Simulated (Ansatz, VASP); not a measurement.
# Cu: VASP beside Ansatz

```
Cu
1.0
     2.24795   -1.28825   -0.04836
     2.24795    1.28825   -0.04836
    -1.38079    0.00000    8.32402
Cu
4
Direct
  0.20763 0.20763 0.12459
  0.79237 0.79237 0.87541
  0.37669 0.37669 0.62549
  0.62331 0.62331 0.37451
```

Alike in both runs: functional PBE; k mesh 6 × 6 × 4; occupations gaussian, width 0.1 eV; no spin polarisation.

Ansatz relaxed the structure, and its values are those at the end. VASP's run is a single point on that final structure, the one shown.

|  | VASP | Ansatz |
| --- | --- | --- |
| version | VASP 6.6.1 | Ansatz 0.2.0 |
| potentials or method | VASP PAW PBE potentials, release 64 (Cu), cutoff 520 eV | scalar-relativistic, plane waves, PAW |
| valence electrons in the cell | 44 | 76 |

```csv
,VASP,Ansatz,Ansatz less VASP
gap on the k mesh at the Fermi level (eV),none,none,-
pressure (GPa),0.4,-0.1,-0.53
rms of the force components (eV/Å),0.005,0.006,+0.0007
```

A gap of «none» marks a metal or a gap that the smearing closes. With one functional, cell and mesh, what is left measures potentials, basis and numerics. VASP's potentials hold 44 valence electrons a cell and Ansatz's 76, so a difference there can come from the potentials and not from the codes.

The k mesh is coarse, so the values compare programs but aren't converged.
